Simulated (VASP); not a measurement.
# Hf (Pm-3m) in VASP: notebook

The runs below take Hf through single point, relaxation of cell and atoms, with PBEsol.

Everything below comes from runs of VASP 6.6.1. Logs are shortened: lines on timing, memory, paths and dates and some standing lists are left out, and cuts for length are marked.

## (1) The cell of the first run

The structure is cubic, space group Pm-3m (No. 221). Conventional cell: a = 2.857 Å, b = 2.857 Å, c = 2.857 Å, α = 90.00°, β = 90.00°, γ = 90.00°. Within 3.8 Å of Hf (site symmetry m-3m) lie 6 Hf at 2.86 Å.

This isn't the form of Hf at room conditions, which is hcp.

## (2) Single point, PBEsol

INCAR reads:

```
ALGO = Normal
EDIFF = 1E-7
ENCUT = 520
GGA = PS
ISIF = 2
ISMEAR = 0
LASPH = True
LCHARG = False
LREAL = False
LWAVE = False
NBANDS = 11
NELM = 100
PREC = Accurate
SIGMA = 0.1
```

KPOINTS reads:

```
k-points
0
Gamma
  6 6 6
```

POSCAR reads:

```
Hf
1.0
    2.8566409408      0.0000000000      0.0000000000
    0.0000000000      2.8566409408      0.0000000000
    0.0000000000      0.0000000000      2.8566409408
Hf
1
Direct
    0.0000000000      0.0000000000      0.0000000000
```

Potentials or basis: VASP PAW PBE potentials, release 64 (Hf_pv).

On the command line:

```
cat potpaw_PBE.64/Hf_pv/POTCAR > POTCAR
mpirun -np 1 vasp_std > vasp.out
```

OUTCAR:

```text
EDIFF = 1E-7
   ENCUT = 520
   GGA = PS
   ISIF = 2
   ISMEAR = 0
   LASPH = True
   LREAL = False
   NELM = 100
   PREC = Accurate

 ion  position               nearest neighbor table
   1  0.000  0.000  0.000-

  LATTYP: Found a simple cubic cell.
 ALAT       =     2.8566409408

  Lattice vectors:

 A1 = (   2.8566409408,   0.0000000000,   0.0000000000)
 A2 = (   0.0000000000,   2.8566409408,   0.0000000000)
 A3 = (   0.0000000000,   0.0000000000,   2.8566409408)

Analysis of symmetry for initial positions (statically):
=====================================================================
 Subroutine PRICEL returns:
 Original cell was already a primitive cell.

 Routine SETGRP: Setting up the symmetry group for a
 simple cubic supercell.

 Subroutine GETGRP returns: Found 48 space group operations
 (whereof 48 operations were pure point group operations)
 out of a pool of 48 trial point group operations.

The static configuration has the point symmetry O_h .

Analysis of symmetry for dynamics (positions and initial velocities):
=====================================================================
 Subroutine PRICEL returns:
 Original cell was already a primitive cell.

 Routine SETGRP: Setting up the symmetry group for a
 simple cubic supercell.

 Subroutine GETGRP returns: Found 48 space group operations
 (whereof 48 operations were pure point group operations)
 out of a pool of 48 trial point group operations.

The dynamic configuration has the point symmetry O_h .

 Subroutine INISYM returns: Found 48 space group operations
 (whereof 48 operations are pure point group operations),
 and found     1 'primitive' translations

----------------------------------------------------------------------------------------

                                     Primitive cell

  volume of cell :      23.3113

  direct lattice vectors                    reciprocal lattice vectors
     2.856640941  0.000000000  0.000000000     0.350061496  0.000000000  0.000000000
     0.000000000  2.856640941  0.000000000     0.000000000  0.350061496  0.000000000
     0.000000000  0.000000000  2.856640941     0.000000000  0.000000000  0.350061496

  length of vectors
     2.856640941  2.856640941  2.856640941     0.350061496  0.350061496  0.350061496

  position of ions in fractional coordinates (direct lattice)
     0.000000000  0.000000000  0.000000000

  ion indices of the primitive-cell ions
   primitive index   ion index
                 1           1

----------------------------------------------------------------------------------------

 KPOINTS: k-points

Automatic generation of k-mesh.
 Grid dimensions read from file:
 generate k-points for:    6    6    6

 Generating k-lattice:

  Cartesian coordinates                     Fractional coordinates (reciprocal lattice)
     0.058343583  0.000000000  0.000000000     0.166666667  0.000000000  0.000000000
     0.000000000  0.058343583  0.000000000     0.000000000  0.166666667  0.000000000
     0.000000000  0.000000000  0.058343583     0.000000000  0.000000000  0.166666667

  Length of vectors
     0.058343583  0.058343583  0.058343583

  Shift w.r.t. Gamma in fractional coordinates (k-lattice)
     0.000000000  0.000000000  0.000000000

 Subroutine IBZKPT returns following result:
 ===========================================

 Found     20 irreducible k-points:

 Following reciprocal coordinates:
            Coordinates               Weight
  0.000000  0.000000  0.000000      1.000000
  0.166667  0.000000  0.000000      6.000000
  0.333333  0.000000  0.000000      6.000000
  0.500000  0.000000  0.000000      3.000000
  0.166667  0.166667  0.000000     12.000000
  0.333333  0.166667  0.000000     24.000000
[... 12 lines left out ...]
  0.500000  0.500000  0.333333      6.000000
  0.500000  0.500000  0.500000      1.000000
   k-points           NKPTS =     20   k-points in BZ     NKDIM =     20   number of bands    NBANDS=     11
   number of dos      NEDOS =    301   number of ions     NIONS =      1
   total plane-waves  NPLWV =  13824
   dimension x,y,z NGX =    24 NGY =   24 NGZ =   24
   dimension x,y,z NGXF=    48 NGYF=   48 NGZF=   48
   ions per type =               1
   NGX,Y,Z   is equivalent  to a cutoff of  13.97, 13.97, 13.97 a.u.
   NGXF,Y,Z  is equivalent  to a cutoff of  27.93, 27.93, 27.93 a.u.
 SYSTEM =  unknown system
   PREC   = accura    normal or accurate (medium, high low for compatibility)
   ISTART =      0    job   : 0-new  1-cont  2-samecut
   ICHARG =      2    charge: 1-file 2-atom 10-const
   ISPIN  =      1    spin polarized calculation?
   LNONCOLLINEAR =      F non collinear calculations
   LSORBIT =      F    spin-orbit coupling
   LASPH  =      T    aspherical Exc in radial PAW
   ENCUT  =  520.0 eV  38.22 Ry    6.18 a.u.   5.31  5.31  5.31*2*pi/ulx,y,z
   NELM   =    100;   NELMIN=  2; NELMDL= -5     # of ELM steps
   EDIFF  = 0.1E-06   stopping-criterion for ELM
   LREAL  =      F    real-space projection
   EDIFFG = 0.1E-05   stopping-criterion for IOM
   NSW    =      0    number of steps for IOM
   IBRION =     -1    ionic relax: 0-MD 1-quasi-New 2-CG
   NFREE  =      0    steps in history (QN), initial steepest desc. (CG)
   ISIF   =      2    stress and relaxation
   ISYM   =      2    0-nonsym 1-usesym 2-fastsym
   POTIM  = 0.5000    time-step for ionic-motion
   TEBEG  =    0.0;   TEEND  =   0.0 temperature during run
   PSTRESS=    0.0 pullay stress
   NELECT =      10.0000    total number of electrons
   NUPDOWN=      -1.0000    fix difference up-down
   EMIN   =  10.00;   EMAX   =-10.00  energy-range for DOS
   EFERMI =   0.00;   METHOD = LEGACY
   ISMEAR =     0;   SIGMA  =   0.10  broadening in eV -4-tet -1-fermi 0-gaus
   EFERMI_NEDOS =   21; number of points for ismear=-14 and -15
   IALGO  =     38    algorithm
   IMIX   =      4    mixing-type and parameters
     AMIX     =   0.40;   BMIX     =  1.00
     AMIX_MAG =   1.60;   BMIX_MAG =  1.00
  volume/ion in A,a.u.               =      23.31       157.31
  Fermi-wavevector in a.u.,A,eV,Ry     =   1.234675  2.333197 20.741011  1.524421
  Thomas-Fermi vector in A             =   2.369355
   LORBIT       =      0    0 simple, 1 ext, 2 COOP (PROOUT), +10 PAW based schemes
   GGA     = PS    functional components
   LHFCALC =     F    Hartree Fock is set to
   AEXX    =    0.0000 exact exchange contribution
   IVDW    =     0    specifies the selected vdW correction
   LEPSILON=     F    determine dielectric tensor
   LRPA    =     F    only Hartree local field effects (RPA)
 non-spin polarized calculation
 Gauss-broadening in eV      SIGMA  =   0.10
  energy-cutoff  :      520.00
  volume of cell :       23.31
 maximum number of plane-waves:       645
 NGX is ok and might be reduce to    24
   NGX = 11   NGY = 11   NGZ = 11

 number of electron      10.0000000 magnetization

 number of electron       9.9999998 magnetization

 Free energy of the ion-electron system (eV)
  ---------------------------------------------------
  ext. energy  EPLUGINS =         0.00000000
  ---------------------------------------------------
  free energy    TOTEN  =        -9.36512749 eV

  energy without entropy =       -9.35267989  energy(sigma->0) =       -9.35890369

 E-fermi :   4.0366     XC(G=0): -11.1122

 val. band max:        3.9008074453   @ k =   0.3333   0.3333   0.1667
 cond. band min:       4.0483746239   @ k =   0.3333   0.3333   0.3333
 fundamental gap:      0.1475671786
 Fermi energy:         4.0366162231

 k-point     1 :       0.0000    0.0000    0.0000
  band No.  band energies     occupation
      1     -25.7086      2.00000
      2     -25.7086      2.00000
      3     -25.7086      2.00000
      4      -2.6330      2.00000
      5       2.4668      2.00000
      6       2.4668      2.00000
      7      10.9175      0.00000
      8      10.9175      0.00000
      9      10.9175      0.00000
     10      17.2695      0.00000
     11      17.4207      0.00000

 k-point     2 :       0.1667    0.0000    0.0000
  band No.  band energies     occupation
      1     -26.0041      2.00000
      2     -25.6835      2.00000
      3     -25.6835      2.00000
      4      -1.9029      2.00000
      5       2.6827      2.00000
      6       3.1730      2.00000
      7       9.6136      0.00000
      8       9.6136      0.00000
      9      11.0156      0.00000
     10      14.7875      0.00000
     11      17.2794      0.00000

 k-point     3 :       0.3333    0.0000    0.0000
  band No.  band energies     occupation
      1     -26.5583      2.00000
      2     -25.6329      2.00000
      3     -25.6329      2.00000
      4      -0.2841      2.00000
      5       3.1625      2.00000
      6       4.2637      0.00132
      7       7.8783      0.00000
      8       7.8783      0.00000
      9      11.2192      0.00000
     10      13.1282      0.00000
     11      17.2801      0.00000

 k-point     4 :       0.5000    0.0000    0.0000
  band No.  band energies     occupation
      1     -26.8195      2.00000
      2     -25.6074      2.00000
      3     -25.6074      2.00000
      4       0.8308      2.00000
      5       3.4331      2.00000
      6       4.0662      0.67600
      7       7.2066      0.00000
      8       7.2066      0.00000
      9      11.3250      0.00000
     10      14.2928      0.00000
     11      16.9743      0.00000
[... 183 lines left out ...]
 k-point    18 :       0.5000    0.3333    0.3333
  band No.  band energies     occupation
      1     -26.5947      2.00000
      2     -26.3265      2.00000
      3     -26.3050      2.00000
      4       2.2735      2.00000
      5       3.3884      2.00000
      6       3.8804      1.97284
      7       8.5936      0.00000
      8       8.9730      0.00000
      9      12.9975      0.00000
     10      13.8170      0.00000
     11      14.8965      0.00000

 k-point    19 :       0.5000    0.5000    0.3333
  band No.  band energies     occupation
      1     -26.5579      2.00000
      2     -26.5579      2.00000
      3     -26.2824      2.00000
      4       2.0529      2.00000
      5       3.3143      2.00000
      6       3.3143      2.00000
      7       8.9129      0.00000
      8      12.4012      0.00000
      9      13.5597      0.00000
     10      13.8394      0.00000
     11      13.8394      0.00000

 k-point    20 :       0.5000    0.5000    0.5000
  band No.  band energies     occupation
      1     -26.5219      2.00000
      2     -26.5219      2.00000
      3     -26.5219      2.00000
      4       2.5728      2.00000
      5       2.5728      2.00000
      6       2.5728      2.00000
      7      10.9947      0.00000
      8      13.6314      0.00000
      9      13.6314      0.00000
     10      14.7042      0.00000
     11      14.7042      0.00000

------------------------ aborting loop because EDIFF is reached ----------------------------------------

  FORCE on cell =-STRESS in cart. coord.  units (eV):
  Direction    XX          YY          ZZ          XY          YZ          ZX
  --------------------------------------------------------------------------------------
  -------------------------------------------------------------------------------------
  Total        0.0054675      0.0054675      0.0054675      0.0000000      0.0000000     -0.0000000
  in kB        0.3757802      0.3757802      0.3757802      0.0000000      0.0000000     -0.0000000
  external PRESSURE =       0.3757802 kB  Pullay stress =       0.0000000 kB

 VOLUME and BASIS-vectors are now :
 -----------------------------------------------------------------------------
  energy-cutoff  :      520.00
  volume of cell :       23.31
      direct lattice vectors                 reciprocal lattice vectors
     2.856640941  0.000000000  0.000000000     0.350061496  0.000000000  0.000000000
     0.000000000  2.856640941  0.000000000     0.000000000  0.350061496  0.000000000
     0.000000000  0.000000000  2.856640941     0.000000000  0.000000000  0.350061496

 POSITION                                       TOTAL-FORCE (eV/Angst)
 -----------------------------------------------------------------------------------
      0.00000      0.00000      0.00000         0.000000      0.000000      0.000000
 -----------------------------------------------------------------------------------
    total drift:                               -0.000000     -0.000000      0.000000

  FREE ENERGIE OF THE ION-ELECTRON SYSTEM (eV)
  ---------------------------------------------------
  free  energy   TOTEN  =        -9.3651274939 eV

  energy  without entropy=       -9.3526798910  energy(sigma->0) =       -9.35890369
```

Wall time 10 s (1 thread of Intel Xeon 8259CL, shared host); peak memory 0.13 GiB.

Results:

```yaml
Free_energy: -9.3651 eV
Pressure: 0.0 GPa
Band_gap_on_the_k_mesh: zero (bands 5 and 6 overlap by 2.43 eV)
```

Caveat: the k points lie up to 0.37 Å⁻¹ apart, too coarse for converged energies and pressures of a metal; the PAW data sets were made with another functional, which shifts forces and pressure a little; spin-orbit coupling is left out, which moves the levels of the heavy elements.

(Continued in part 2 of 2.)
